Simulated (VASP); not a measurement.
# CoO (zincblende type) (F-43m) in VASP: notebook

CoO (zincblende type) is run at these levels: PBE; tasks: single point.

Everything below comes from runs of VASP 6.6.1. Logs are shortened: lines on timing, memory, paths and dates and some standing lists are left out, and cuts for length are marked.

## 1. The cell of the first run

It takes space group F-43m (No. 216, cubic). The conventional cell has a = 4.423 Å, b = 4.423 Å, c = 4.423 Å, α = 90.00°, β = 90.00°, γ = 90.00°. Within 2.5 Å of Co (site symmetry -43m) lie 4 O at 1.92 Å. O (site symmetry -43m) has 4 Co at 1.92 Å within 2.5 Å.

## 2. Single point, PBE, collinear spin, ferromagnetic start (10.81 Å³/atom)

INCAR

```
  ALGO = Normal
  EDIFF = 1E-7
  ENCUT = 520
  GGA = PE
  ISIF = 2
  ISMEAR = -1
  ISPIN = 2
  LASPH = T
  LCHARG = T
  LELF = T
  LMAXMIX = 4
  LORBIT = 11
  LREAL = F
  LVHAR = T
  LWAVE = F
  MAGMOM = 2 0
  NBANDS = 18
  NELM = 150
  PREC = Accurate
  SIGMA = 0.05
```

KPOINTS

```
k-points
0
Gamma
  13 13 13
```

POSCAR

```
CoO
1.0
    0.0000000000      2.2114218429      2.2114218429
    2.2114218429      0.0000000000      2.2114218429
    2.2114218429      2.2114218429      0.0000000000
Co O
1 1
Direct
    0.0000000000      0.0000000000      0.0000000000
    0.2500000000      0.2500000000      0.2500000000
```

Potentials or basis: VASP PAW PBE potentials, release 64 (Co, O).

Started as:

```
cat potpaw_PBE.64/Co/POTCAR potpaw_PBE.64/O/POTCAR > POTCAR
mpirun -np 1 vasp_std > vasp.out
```

OUTCAR:

```text
EDIFF = 1E-7
   ENCUT = 520
   GGA = PE
   ISIF = 2
   ISMEAR = -1
   ISPIN = 2
   LASPH = T
   LORBIT = 11
   LREAL = F
   NELM = 150
   PREC = Accurate

 ion  position               nearest neighbor table
   1  0.000  0.000  0.000-   2 1.92   2 1.92   2 1.92   2 1.92
   2  0.250  0.250  0.250-   1 1.92   1 1.92   1 1.92   1 1.92

  LATTYP: Found a face centered cubic cell.
 ALAT       =     4.4228436858

  Lattice vectors:

 A1 = (   0.0000000000,   2.2114218429,   2.2114218429)
 A2 = (   2.2114218429,   0.0000000000,   2.2114218429)
 A3 = (   2.2114218429,   2.2114218429,   0.0000000000)

Analysis of symmetry for initial positions (statically):
=====================================================================
 Subroutine PRICEL returns:
 Original cell was already a primitive cell.

 Routine SETGRP: Setting up the symmetry group for a
 face centered cubic supercell.

 Subroutine GETGRP returns: Found 24 space group operations
 (whereof 24 operations were pure point group operations)
 out of a pool of 48 trial point group operations.

The static configuration has the point symmetry T_d .

Analysis of symmetry for dynamics (positions and initial velocities):
=====================================================================
 Subroutine PRICEL returns:
 Original cell was already a primitive cell.

 Routine SETGRP: Setting up the symmetry group for a
 face centered cubic supercell.

 Subroutine GETGRP returns: Found 24 space group operations
 (whereof 24 operations were pure point group operations)
 out of a pool of 48 trial point group operations.

The dynamic configuration has the point symmetry T_d .

Analysis of structural, dynamic, and magnetic symmetry:
=====================================================================
 Subroutine PRICEL returns:
 Original cell was already a primitive cell.

 Routine SETGRP: Setting up the symmetry group for a
 face centered cubic supercell.

 Subroutine GETGRP returns: Found 24 space group operations
 (whereof 24 operations were pure point group operations)
 out of a pool of 48 trial point group operations.

The overall configuration has the point symmetry T_d .

 Subroutine INISYM returns: Found 24 space group operations
 (whereof 24 operations are pure point group operations),
 and found     1 'primitive' translations

----------------------------------------------------------------------------------------

[... 112 lines left out ...]
     AMIX_MAG =   1.60;   BMIX_MAG =  1.00
  volume/ion in A,a.u.               =      10.81        72.98
  Fermi-wavevector in a.u.,A,eV,Ry     =   1.449073  2.738351 28.569692  2.099813
  Thomas-Fermi vector in A             =   2.566842
   LORBIT       =     11    0 simple, 1 ext, 2 COOP (PROOUT), +10 PAW based schemes
   GGA     = PE    functional components
   LHFCALC =     F    Hartree Fock is set to
   AEXX    =    0.0000 exact exchange contribution
   IVDW    =     0    specifies the selected vdW correction
   LEPSILON=     F    determine dielectric tensor
   LRPA    =     F    only Hartree local field effects (RPA)
 spin polarized calculation
  energy-cutoff  :      520.00
  volume of cell :       21.63
 maximum number of plane-waves:       592
   NGX = 11   NGY = 11   NGZ = 11

 number of electron      14.9999992 magnetization       2.4634097

 Free energy of the ion-electron system (eV)
  ---------------------------------------------------
  ext. energy  EPLUGINS =         0.00000000
  ---------------------------------------------------
  free energy    TOTEN  =       -13.35451120 eV

  energy without entropy =      -13.33498564  energy(sigma->0) =      -13.34474842

 E-fermi :   6.6455     XC(G=0): -11.5266

 val. band max:        6.6363683839   @ k =   0.1538   0.1538   0.0000
 cond. band min:       6.6524122093   @ k =  -0.3846   0.3077   0.0000
 fundamental gap:      0.0160438254
 Fermi energy:         6.6455198783

 spin component 1

 k-point     1 :       0.0000    0.0000    0.0000
  band No.  band energies     occupation
      1     -13.7951      1.00000
      2       0.2113      1.00000
      3       0.2113      1.00000
      4       0.2113      1.00000
      5       4.5386      1.00000
      6       4.5387      1.00000
[... 493 lines left out ...]
     17      33.0852      0.00000
     18      34.1898      0.00000

 [... further k-points ...]

 spin component 2

 k-point     1 :       0.0000    0.0000    0.0000
  band No.  band energies     occupation
      1     -13.3595      1.00000
      2       1.2696      1.00000
      3       1.2696      1.00000
      4       1.2697      1.00000
      5       6.0149      1.00000
      6       6.0151      1.00000
[... 493 lines left out ...]
     17      33.5157      0.00000
     18      34.5358      0.00000

 [... further k-points ...]

------------------------ aborting loop because EDIFF is reached ----------------------------------------

  FORCE on cell =-STRESS in cart. coord.  units (eV):
  Direction    XX          YY          ZZ          XY          YZ          ZX
  --------------------------------------------------------------------------------------
  -------------------------------------------------------------------------------------
  Total        0.7839584      0.7839584      0.7839584     -0.0000000      0.0000000     -0.0000000
  in kB       58.0709366     58.0709366     58.0709366     -0.0000000      0.0000000     -0.0000000
  external PRESSURE =      58.0709366 kB  Pullay stress =       0.0000000 kB

 VOLUME and BASIS-vectors are now :
 -----------------------------------------------------------------------------
  energy-cutoff  :      520.00
  volume of cell :       21.63
      direct lattice vectors                 reciprocal lattice vectors
     0.000000000  2.211421843  2.211421843    -0.226098879  0.226098879  0.226098879
     2.211421843  0.000000000  2.211421843     0.226098879 -0.226098879  0.226098879
     2.211421843  2.211421843  0.000000000     0.226098879  0.226098879 -0.226098879

 POSITION                                       TOTAL-FORCE (eV/Angst)
 -----------------------------------------------------------------------------------
      0.00000      0.00000      0.00000        -0.000000     -0.000000     -0.000000
      1.10571      1.10571      1.10571         0.000000      0.000000      0.000000
 -----------------------------------------------------------------------------------
    total drift:                                0.000000      0.000000     -0.000000

  FREE ENERGIE OF THE ION-ELECTRON SYSTEM (eV)
  ---------------------------------------------------
  free  energy   TOTEN  =       -13.3545112024 eV

  energy  without entropy=      -13.3349856431  energy(sigma->0) =      -13.34474842

 total charge

# of ion       s       p       d       tot
------------------------------------------
    1        0.364   0.495   7.262   8.120
    2        1.554   3.454   0.000   5.009
--------------------------------------------------
tot          1.918   3.949   7.262  13.129

 magnetization (x)

# of ion       s       p       d       tot
------------------------------------------
    1        0.015   0.050   2.082   2.147
    2        0.020   0.225   0.000   0.245
--------------------------------------------------
tot          0.034   0.275   2.082   2.392
```

OSZICAR:

```text
N       E                     dE             d eps       ncg     rms          rms(c)
DAV:   1     0.808353851664E+02    0.80835E+02   -0.66122E+03  6208   0.931E+02
DAV:   2    -0.108306109085E+02   -0.91666E+02   -0.79609E+02  6296   0.221E+02
DAV:   3    -0.159588473555E+02   -0.51282E+01   -0.49542E+01  7014   0.565E+01
DAV:   4    -0.160180984639E+02   -0.59251E-01   -0.59190E-01  7270   0.576E+00
DAV:   5    -0.160196784295E+02   -0.15800E-02   -0.15798E-02  7358   0.954E-01    0.180E+01
DAV:   6    -0.154499171141E+02    0.56976E+00   -0.23465E+01  7058   0.690E+01    0.210E+01
DAV:   7    -0.133855268078E+02    0.20644E+01   -0.11296E+01  7110   0.569E+01    0.761E+00
DAV:   8    -0.133661196807E+02    0.19407E-01   -0.38604E-01  6822   0.648E+00    0.417E+00
DAV:   9    -0.133529906499E+02    0.13129E-01   -0.77110E-02  8840   0.380E+00    0.754E-01
DAV:  10    -0.133539629469E+02   -0.97230E-03   -0.21453E-02  8490   0.180E+00    0.219E-01
DAV:  11    -0.133544611864E+02   -0.49824E-03   -0.18283E-03  7360   0.431E-01    0.159E-01
DAV:  12    -0.133544810092E+02   -0.19823E-04   -0.80682E-05  7966   0.101E-01    0.751E-02
DAV:  13    -0.133545151754E+02   -0.34166E-04   -0.78948E-05  7478   0.980E-02    0.369E-02
DAV:  14    -0.133545102151E+02    0.49603E-05   -0.14151E-05  7484   0.410E-02    0.279E-02
DAV:  15    -0.133545112997E+02   -0.10846E-05   -0.91466E-06  8200   0.383E-02    0.437E-03
DAV:  16    -0.133545112024E+02    0.97265E-07   -0.99821E-07  6804   0.903E-03
   1 F= -.13354511E+02 E0= -.13344748E+02  d E =-.195256E-01  mag=     2.4627
```

Wall time 48 s (1 thread of AMD EPYC 9R45 (Zen 5), shared host); peak memory 0.15 GiB.

Results:

```
Free energy                                           : -13.3545 eV
Pressure                                              : 5.8 GPa
Net moment                                            : 2.46 μB per cell
Site moments                                          : Co +2.15; O +0.24 μB
Valence electrons inside the program's atomic spheres : Co 8.12; O 5.01
```

Caveat: the cell stands under pressure; a cell with one magnetic atom can't hold antiferromagnetic order, which such compounds often take; semilocal functionals often make such compounds metallic where correlation or magnetic order opens a gap, which also shifts bond lengths.

## 3. Single point, PBE, collinear spin, ferromagnetic start (11.10 Å³/atom)

This run uses another cell than the first one, of 11.10 Å³/atom.

INCAR

```
PREC = Accurate
ENCUT = 520
EDIFF = 1E-6
ISMEAR = -1
SIGMA = 0.05
LREAL = False
LASPH = True
NELM = 150
ALGO = Normal
ISIF = 2
LWAVE = False
LCHARG = False
ISPIN = 2
MAGMOM = 2 0
LORBIT = 11
LMAXMIX = 4
GGA = PE
NBANDS = 18
```

KPOINTS

```
Automatic mesh
0
Gamma
  13 13 13
```

POSCAR

```
CoO
1.0
    0.0000000000      2.2306525633      2.2306525633
    2.2306525633      0.0000000000      2.2306525633
    2.2306525633      2.2306525633      0.0000000000
Co O
1 1
Direct
    0.0000000000      0.0000000000      0.0000000000
    0.2500000000      0.2500000000      0.2500000000
```

Potentials or basis: VASP PAW PBE potentials, release 64 (Co, O).

Started as:

```
cat potpaw_PBE.64/Co/POTCAR potpaw_PBE.64/O/POTCAR > POTCAR
mpirun -np 1 vasp_std > vasp.out
```

Run time: 40 s. Hardware: 1 thread of AMD EPYC 9R45 (Zen 5), shared host; peak memory 0.15 GiB.

The run converged. Its results:

| Item | Value |
| --- | --- |
| Free energy | -13.3707 eV |
| Pressure | 2.7 GPa |
| Net moment | 2.64 μB per cell |
| Site moments | Co +2.28; O +0.27 μB |
| Valence electrons inside the program's atomic spheres | Co 8.06; O 5.00 |

Levels at points of the mesh, in eV from the Fermi level:
Spin up:
| k point | band 5 | band 6 | band 7 | band 8 | band 9 | band 10 | band 11 | band 12 | band 13 | band 14 |
| --- | --- | --- | --- | --- | --- | --- | --- | --- | --- | --- |
| (0.00, 0.00, 0.00) | -2.16 | -2.16 | 0.25 | 0.42 | 0.42 | 0.42 | 14.47 | 14.47 | 14.47 | 20.51 |
Spin down:
| k point | band 4 | band 5 | band 6 | band 7 | band 8 | band 9 |
| --- | --- | --- | --- | --- | --- | --- |
| (0.00, 0.00, 0.00) | -5.15 | -0.57 | -0.57 | 0.72 | 2.68 | 2.68 |

Caveat: a cell with one magnetic atom can't hold antiferromagnetic order, which such compounds often take; semilocal functionals often make such compounds metallic where correlation or magnetic order opens a gap, which also shifts bond lengths.

## 4. Single point, PBE, collinear spin, ferromagnetic start

This run uses another cell than the first one, of 11.38 Å³/atom.

INCAR

```
SYSTEM = CoO
PREC = Accurate ; ENCUT = 520
EDIFF = 1E-6 ; ISMEAR = -1
SIGMA = 0.05 ; LREAL = .False.
LASPH = .True. ; NELM = 150
ALGO = Normal ; ISIF = 2
LWAVE = .False. ; LCHARG = .False.
ISPIN = 2 ; MAGMOM = 2 0
LORBIT = 11 ; LMAXMIX = 4
GGA = PE ; NBANDS = 18
```

KPOINTS

```
Automatic mesh
0
Gamma
  13 13 13
  0 0 0
```

POSCAR

```
CoO
1.0
    0.0000000000      2.2495573000      2.2495573000
    2.2495573000      0.0000000000      2.2495573000
    2.2495573000      2.2495573000      0.0000000000
Co O
1 1
Direct
    0.0000000000      0.0000000000      0.0000000000
    0.2500000000      0.2500000000      0.2500000000
```

Started as:

```
cat potpaw_PBE.64/Co/POTCAR potpaw_PBE.64/O/POTCAR > POTCAR
mpirun -np 1 vasp_std > vasp.out
```

Wall time 42 s (1 thread of AMD EPYC 9R45 (Zen 5), shared host); peak memory 0.16 GiB.

It converged, with:

| Item | Value |
| --- | --- |
| Free energy | -13.3762 eV |
| Pressure | -0.2 GPa |
| Net moment | 2.74 μB per cell |
| Site moments | Co +2.36; O +0.29 μB |
| Valence electrons inside the program's atomic spheres | Co 8.01; O 4.99 |

Levels at points of the mesh, in eV from the Fermi level:
Spin up:
| k point | band 5 | band 6 | band 7 | band 8 | band 9 | band 10 | band 11 | band 12 | band 13 | band 14 |
| --- | --- | --- | --- | --- | --- | --- | --- | --- | --- | --- |
| (0.00, 0.00, 0.00) | -2.19 | -2.19 | 0.20 | 0.33 | 0.33 | 0.33 | 14.26 | 14.26 | 14.26 | 20.25 |
Spin down:
| k point | band 2 | band 3 | band 4 | band 5 | band 6 | band 7 | band 8 | band 9 | band 10 | band 11 |
| --- | --- | --- | --- | --- | --- | --- | --- | --- | --- | --- |
| (0.00, 0.00, 0.00) | -4.95 | -4.95 | -4.95 | -0.53 | -0.53 | 0.70 | 2.65 | 2.65 | 2.65 | 14.71 |

Caveat: a cell with one magnetic atom can't hold antiferromagnetic order, which such compounds often take; semilocal functionals often make such compounds metallic where correlation or magnetic order opens a gap, which also shifts bond lengths. With open d or f shells a metallic result of PBE can be an artefact of self-interaction; +U or a hybrid may open a gap.

(Continued in part 2 of 2.)
